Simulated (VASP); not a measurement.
Pt, 1 atom in the cell. The structure is cubic, space group Im-3m (No. 229). The conventional cell has a = 3.163 Å, b = 3.163 Å, c = 3.163 Å, α = 90.00°, β = 90.00°, γ = 90.00°. Pt (site symmetry m-3m) has 14 Pt at 2.74 to 3.16 Å within 3.6 Å. 

| Item | Value |
| --- | --- |
| Program | VASP 6.6.1 |
| Task | single point |
| Functional | PBE |
| Potentials or basis | VASP PAW PBE potentials, release 64 (Pt) |
| Cutoff | 520 eV |
| k mesh | 18 × 18 × 18 |
| Occupations | gaussian, width 0.1 eV |
| Spin | no spin polarisation |
| Dipole correction | no |
| Further INCAR settings | ALGO = Normal; EDIFF = 1e-07; NBANDS = 11 |

Potentials or basis: VASP PAW PBE potentials, release 64 (Pt).

The run is started by

```sh
$ cat potpaw_PBE.64/Pt/POTCAR > POTCAR
$ mpirun -np 1 vasp_std > vasp.out
```

Hardware: 1 thread of Intel(R) Xeon(R) 6975P-C (Granite Rapids), on a shared host.

Q: How long does it take, and how much memory?

A: Wall time 9.3 s on 1 thread of Intel(R) Xeon(R) 6975P-C (Granite Rapids) (shared host), peak memory 0.15 GiB. Counts: scf iterations 12, k points 195.
